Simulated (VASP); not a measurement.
# ZnInO (P-6m2) in VASP: notebook

ZnInO is run at these levels: PBE; tasks: relaxation of cell and atoms, single point.

Everything below comes from runs of VASP 6.6.1. Logs are shortened: lines on timing, memory, paths and dates and some standing lists are left out, and cuts for length are marked.

## 1. The cell of the first run

The structure is hexagonal, space group P-6m2 (No. 187). Conventional cell: a = 4.013 Å, b = 4.013 Å, c = 3.542 Å, α = 90.00°, β = 90.00°, γ = 120.00°. Zn (site symmetry -6m2) has 3 In at 2.32 Å and 6 O at 2.92 Å within 3.1 Å. Within 3.1 Å of In (site symmetry -6m2) lie 3 Zn at 2.32 Å and 6 O at 2.92 Å. O (site symmetry -6m2) has 6 In at 2.92 Å and 6 Zn at 2.92 Å and 2 O at 3.54 Å within 3.8 Å.

The cell was built from a structure type or drawn by symmetry, and may not be a known phase.

## 2. Relaxation of cell and atoms, PBE

INCAR reads:

```
SYSTEM = ZnInO
PREC     = Accurate       ! precision mode
ENCUT    = 600            ! plane-wave cutoff, eV
EDIFF    = 1E-7           ! SCF threshold, eV
ISMEAR   = 0              ! smearing method
SIGMA    = 0.1            ! smearing width, eV
LREAL    = .FALSE.        ! projectors in reciprocal space
LASPH    = .TRUE.         ! aspherical terms in the spheres
NELM     = 120            ! most SCF steps
ALGO     = Normal         ! electronic algorithm
ISIF     = 3              ! what is computed and relaxed
LWAVE    = .FALSE.        ! write WAVECAR
LCHARG   = .FALSE.        ! write CHGCAR
GGA      = PE             ! functional
IBRION   = 2              ! ionic algorithm
NSW      = 90             ! ionic steps
EDIFFG   = -0.04          ! ionic threshold
GGA_COMPAT= .FALSE.      
NELMIN   = 4
```

KPOINTS reads:

```
Automatic mesh
0
G
  6 6 6
  0 0 0
```

POSCAR reads:

```
ZnInO
1.0
    4.0129199700      0.0000000000      0.0000000000
   -2.0064599800      3.4752906400      0.0000000000
    0.0000000000      0.0000000000      3.5416945700
Zn In O
1 1 1
Direct
    0.6666666700      0.3333333300      0.5000000000
    0.0000000000      0.0000000000      0.5000000000
    0.3333333300      0.6666666700      0.0000000000
```

Potentials or basis: VASP PAW PBE potentials, release 64 (Zn, In_d, O).

Launch:

```bash
$ cat potpaw_PBE.64/Zn/POTCAR potpaw_PBE.64/In_d/POTCAR potpaw_PBE.64/O/POTCAR > POTCAR
$ mpirun -np 1 vasp_std > vasp.out
```

OUTCAR:

```text
SYSTEM = ZnInO
   PREC = Accurate
   ENCUT = 600
   EDIFF = 1E-7
   ISMEAR = 0
   LREAL = .FALSE.
   LASPH = .TRUE.
   NELM = 120
   ISIF = 3
   GGA = PE
   IBRION = 2
   NSW = 90
   EDIFFG = -0.04
   NELMIN = 4

 ion  position               nearest neighbor table
   1  0.667  0.333  0.500-   2 2.32   2 2.32   2 2.32
   2  0.000  0.000  0.500-   1 2.32   1 2.32   1 2.32   3 2.92   3 2.92   3 2.92   3 2.92   3 2.92
                             3 2.92
   3  0.333  0.667  0.000-   2 2.92   2 2.92   2 2.92   2 2.92   2 2.92   2 2.92

  LATTYP: Found a hexagonal cell.
 ALAT       =     4.0129199700
 C/A-ratio  =     0.8825729385

  Lattice vectors:

 A1 = (   4.0129199700,   0.0000000000,   0.0000000000)
 A2 = (  -2.0064599800,   3.4752906400,   0.0000000000)
 A3 = (   0.0000000000,   0.0000000000,   3.5416945700)

Analysis of symmetry for initial positions (statically):
=====================================================================
 Subroutine PRICEL returns:
 Original cell was already a primitive cell.

 Routine SETGRP: Setting up the symmetry group for a
 hexagonal supercell.

 Subroutine GETGRP returns: Found 12 space group operations
 (whereof 12 operations were pure point group operations)
 out of a pool of 24 trial point group operations.

The static configuration has the point symmetry D_3h.

Analysis of symmetry for dynamics (positions and initial velocities):
=====================================================================
 Subroutine PRICEL returns:
 Original cell was already a primitive cell.

 Routine SETGRP: Setting up the symmetry group for a
 hexagonal supercell.

 Subroutine GETGRP returns: Found 12 space group operations
 (whereof 12 operations were pure point group operations)
 out of a pool of 24 trial point group operations.

The dynamic configuration has the point symmetry D_3h.

 Subroutine INISYM returns: Found 12 space group operations
 (whereof 12 operations are pure point group operations),
 and found     1 'primitive' translations

----------------------------------------------------------------------------------------

                                     Primitive cell

  volume of cell :      49.3927

  direct lattice vectors                    reciprocal lattice vectors
     4.012919970  0.000000000  0.000000000     0.249195102  0.143872859  0.000000000
    -2.006459980  3.475290640  0.000000000     0.000000000  0.287745718  0.000000000
     0.000000000  0.000000000  3.541694570     0.000000000  0.000000000  0.282350717

  length of vectors
     4.012919970  4.012919970  3.541694570     0.287745718  0.287745718  0.282350717

  position of ions in fractional coordinates (direct lattice)
     0.666666670  0.333333330  0.500000000
     0.000000000  0.000000000  0.500000000
     0.333333330  0.666666670  0.000000000

  ion indices of the primitive-cell ions
   primitive index   ion index
                 1           1
                 2           2
                 3           3

----------------------------------------------------------------------------------------

 KPOINTS: Automatic mesh

Automatic generation of k-mesh.
 Grid dimensions read from file:
 generate k-points for:    6    6    6

 Generating k-lattice:

  Cartesian coordinates                     Fractional coordinates (reciprocal lattice)
     0.041532517  0.023978810  0.000000000     0.166666667  0.000000000  0.000000000
     0.000000000  0.047957620  0.000000000     0.000000000  0.166666667  0.000000000
     0.000000000  0.000000000  0.047058453     0.000000000  0.000000000  0.166666667

  Length of vectors
     0.047957620  0.047957620  0.047058453

  Shift w.r.t. Gamma in fractional coordinates (k-lattice)
     0.000000000  0.000000000  0.000000000

 Subroutine IBZKPT returns following result:
 ===========================================

 Found     28 irreducible k-points:

 Following reciprocal coordinates:
            Coordinates               Weight
  0.000000  0.000000  0.000000      1.000000
  0.166667 -0.000000  0.000000      6.000000
  0.333333 -0.000000  0.000000      6.000000
  0.500000 -0.000000  0.000000      3.000000
  0.166667  0.166667  0.000000      6.000000
  0.333333  0.166667  0.000000     12.000000
[... 16 lines left out ...]
  0.166667 -0.000000  0.500000      6.000000
  0.333333 -0.000000  0.500000      6.000000
 [... further k-points ...]
   k-points           NKPTS =     28   k-points in BZ     NKDIM =     28   number of bands    NBANDS=     19
   number of dos      NEDOS =    301   number of ions     NIONS =      3
   total plane-waves  NPLWV =  28672
   dimension x,y,z NGX =    32 NGY =   32 NGZ =   28
   dimension x,y,z NGXF=    64 NGYF=   64 NGZF=   56
   ions per type =               1   1   1
   NGX,Y,Z   is equivalent  to a cutoff of  13.26, 13.26, 13.14 a.u.
   NGXF,Y,Z  is equivalent  to a cutoff of  26.51, 26.51, 26.29 a.u.
 SYSTEM =  ZnInO
   PREC   = accura    normal or accurate (medium, high low for compatibility)
   ISTART =      0    job   : 0-new  1-cont  2-samecut
   ICHARG =      2    charge: 1-file 2-atom 10-const
   ISPIN  =      1    spin polarized calculation?
   LNONCOLLINEAR =      F non collinear calculations
   LSORBIT =      F    spin-orbit coupling
   LASPH  =      T    aspherical Exc in radial PAW
   ENCUT  =  600.0 eV  44.10 Ry    6.64 a.u.   8.01  8.01  7.07*2*pi/ulx,y,z
   NELM   =    120;   NELMIN=  4; NELMDL= -5     # of ELM steps
   EDIFF  = 0.1E-06   stopping-criterion for ELM
   LREAL  =      F    real-space projection
   EDIFFG = -.4E-01   stopping-criterion for IOM
   NSW    =     90    number of steps for IOM
   IBRION =      2    ionic relax: 0-MD 1-quasi-New 2-CG
   NFREE  =      1    steps in history (QN), initial steepest desc. (CG)
   ISIF   =      3    stress and relaxation
   ISYM   =      2    0-nonsym 1-usesym 2-fastsym
   POTIM  = 0.5000    time-step for ionic-motion
   TEBEG  =    0.0;   TEEND  =   0.0 temperature during run
   PSTRESS=    0.0 pullay stress
   NELECT =      31.0000    total number of electrons
   NUPDOWN=      -1.0000    fix difference up-down
   EMIN   =  10.00;   EMAX   =-10.00  energy-range for DOS
   EFERMI =   0.00;   METHOD = LEGACY
   ISMEAR =     0;   SIGMA  =   0.10  broadening in eV -4-tet -1-fermi 0-gaus
   EFERMI_NEDOS =   21; number of points for ismear=-14 and -15
   IALGO  =     38    algorithm
   IMIX   =      4    mixing-type and parameters
     AMIX     =   0.40;   BMIX     =  1.00
     AMIX_MAG =   1.60;   BMIX_MAG =  1.00
  volume/ion in A,a.u.               =      16.46       111.11
  Fermi-wavevector in a.u.,A,eV,Ry     =   1.401655  2.648744 26.730508  1.964637
  Thomas-Fermi vector in A             =   2.524495
   LORBIT       =      0    0 simple, 1 ext, 2 COOP (PROOUT), +10 PAW based schemes
   GGA     = PE    functional components
   LHFCALC =     F    Hartree Fock is set to
   AEXX    =    0.0000 exact exchange contribution
   IVDW    =     0    specifies the selected vdW correction
   LEPSILON=     F    determine dielectric tensor
   LRPA    =     F    only Hartree local field effects (RPA)
 conjugate gradient relaxation of ions
 non-spin polarized calculation
 Gauss-broadening in eV      SIGMA  =   0.10
  energy-cutoff  :      600.00
  volume of cell :       49.39
 maximum number of plane-waves:      1659
   NGX = 17   NGY = 17   NGZ = 15

--------------------------------------- Ionic step        1  -------------------------------------------

 number of electron      31.0000002 magnetization

 Free energy of the ion-electron system (eV)
  ---------------------------------------------------
  ext. energy  EPLUGINS =         0.00000000
  ---------------------------------------------------
  free energy    TOTEN  =        -6.92592657 eV

  energy without entropy =       -6.92231912  energy(sigma->0) =       -6.92412284

 E-fermi :   4.6303     XC(G=0): -10.6891

 val. band max:        4.5276734006   @ k =   0.3333  -0.0000   0.1667
 cond. band min:       4.6692486309   @ k =   0.3333   0.3333   0.0000
 fundamental gap:      0.1415752303
 Fermi energy:         4.6303195190

 k-point     1 :       0.0000    0.0000    0.0000
  band No.  band energies     occupation
      1     -11.8941      2.00000
      2     -10.2350      2.00000
      3     -10.2350      2.00000
      4     -10.2335      2.00000
      5      -9.9460      2.00000
      6      -9.9460      2.00000
[... 505 lines left out ...]
      6      -9.9238      2.00000
[... 11 lines left out ...]
     18       6.7231      0.00000
     19       9.0158      0.00000

 [... further k-points ...]
[... 5 lines left out ...]
  --------------------------------------------------------------------------------------
  -------------------------------------------------------------------------------------
  Total        7.3524233      7.3524233     -1.4315290      0.0000000     -0.0000000      0.0000000
  in kB      238.4944912    238.4944916    -46.4352720      0.0000003     -0.0000000      0.0000000
  external PRESSURE =     143.5179036 kB  Pullay stress =       0.0000000 kB
[... 92 lines left out ...]
  FREE ENERGIE OF THE ION-ELECTRON SYSTEM (eV)
  ---------------------------------------------------
  free  energy   TOTEN  =        -7.4975236812 eV

  energy  without entropy=       -7.4837971335  energy(sigma->0) =       -7.49066041

 E-fermi :   3.1363     XC(G=0):  -9.9847

 val. band max:        3.1243164019   @ k =   0.3333   0.3333   0.1667
 cond. band min:       3.1392852103   @ k =   0.3333   0.3333   0.0000
 fundamental gap:      0.0149688084
 Fermi energy:         3.1362944742

 k-point     1 :       0.0000    0.0000    0.0000
  band No.  band energies     occupation
      1     -12.7078      2.00000
      2     -11.3729      2.00000
      3     -11.2687      2.00000
      4     -11.2687      2.00000
      5     -11.1311      2.00000
      6     -11.1311      2.00000
[... 505 lines left out ...]
      6     -11.1558      2.00000
[... 11 lines left out ...]
     18       5.2985      0.00000
     19       6.8287      0.00000

 [... further k-points ...]

[... ionic steps 4 to 7 ...]

--------------------------------------- Ionic step        8  -------------------------------------------

 number of electron      30.9999994 magnetization

------------------------ aborting loop because EDIFF is reached ----------------------------------------
[... 69 lines left out ...]
--------------------------------------- Ionic step       10  -------------------------------------------

 number of electron      30.9999996 magnetization

 Free energy of the ion-electron system (eV)
  ---------------------------------------------------
  ext. energy  EPLUGINS =         0.00000000
  ---------------------------------------------------
  free energy    TOTEN  =        -7.56710224 eV

  energy without entropy =       -7.54753923  energy(sigma->0) =       -7.55732074

 E-fermi :   3.7397     XC(G=0): -10.3972

 val. band max:        3.7350170187   @ k =   0.3333   0.1667   0.1667
 cond. band min:       3.7625671852   @ k =   0.3333  -0.0000   0.0000
 fundamental gap:      0.0275501665
 Fermi energy:         3.7396710925

 k-point     1 :       0.0000    0.0000    0.0000
  band No.  band energies     occupation
      1     -12.3169      2.00000
      2     -10.8210      2.00000
      3     -10.5975      2.00000
      4     -10.5975      2.00000
      5     -10.4231      2.00000
      6     -10.4231      2.00000
[... 505 lines left out ...]
      6     -10.4134      2.00000
[... 11 lines left out ...]
     18       6.2659      0.00000
     19       6.9949      0.00000

 [... further k-points ...]
[... 5 lines left out ...]
  --------------------------------------------------------------------------------------
  -------------------------------------------------------------------------------------
  Total       -0.0845066     -0.0845066      0.0428983     -0.0000000      0.0000000     -0.0000000
  in kB       -2.5374154     -2.5374154      1.2880747     -0.0000000      0.0000000     -0.0000000
  external PRESSURE =      -1.2622520 kB  Pullay stress =       0.0000000 kB
[... 18 lines left out ...]
  FREE ENERGIE OF THE ION-ELECTRON SYSTEM (eV)
  ---------------------------------------------------
  free  energy   TOTEN  =        -7.5671022436 eV

  energy  without entropy=       -7.5475392273  energy(sigma->0) =       -7.55732074

 reached required accuracy - stopping structural energy minimisation
```

Wall time 2.3 min (1 thread of Intel Xeon Platinum 8488C (Sapphire Rapids), shared host); peak memory 0.2 GiB.

Results:

* Free energy: -7.5671 eV
* Relaxed volume: 17.79 Å³/atom
* Relaxed cell: a = 4.392 Å, b = 4.392 Å, c = 3.194 Å, α = 90.00°, β = 90.00°, γ = 120.00°
* Space group after relaxing (to 0.1 Å): P-6m2 (No. 187)
* Energy gained by relaxing: 213.7 meV/atom
* Ionic steps: 10
* Pressure after relaxing: -0.1 GPa
* Band gap on the k mesh: zero (an odd number of electrons rules out a gap without spin polarisation)

Step by step:
```
step  energy change (eV)  largest force (eV/Å)  pressure (GPa)  volume (Å³)
   1              0.0000                0.0000           14.35        49.39
   2             -0.5309                0.0000           -4.41        60.34
   3             -0.5716                0.0000           -1.62        57.37
   4             -0.5717                0.0000           -1.81        57.54
   5             -0.6061                0.0000           -1.26        56.14
   6             -0.6384                0.0000           -0.09        53.83
   7             -0.6407                0.0000            0.51        52.89
   8             -0.6408                0.0000            0.36        53.10
   9             -0.6408                0.0000            0.44        53.01
  10             -0.6412                0.0000           -0.13        53.36
```

Final structure:
```cif
data_structure
_symmetry_space_group_name_H-M 'P 1'
_symmetry_Int_Tables_number 1
_cell_length_a 4.3920
_cell_length_b 4.3920
_cell_length_c 3.1941
_cell_angle_alpha 90.000
_cell_angle_beta 90.000
_cell_angle_gamma 120.000
_cell_volume 53.36
loop_
_atom_site_label
_atom_site_type_symbol
_atom_site_fract_x
_atom_site_fract_y
_atom_site_fract_z
_atom_site_occupancy
Zn1 Zn 0.66667 0.33333 0.50000 1
In1 In 0.00000 0.00000 0.50000 1
O1 O 0.33333 0.66667 0.00000 1
```

Caveat: spin-orbit coupling is left out, which moves the levels of the heavy elements; an odd number of electrons without spin polarisation forces a metal; a magnetic or distorted state may lie lower.

[end of part 1 of 2]
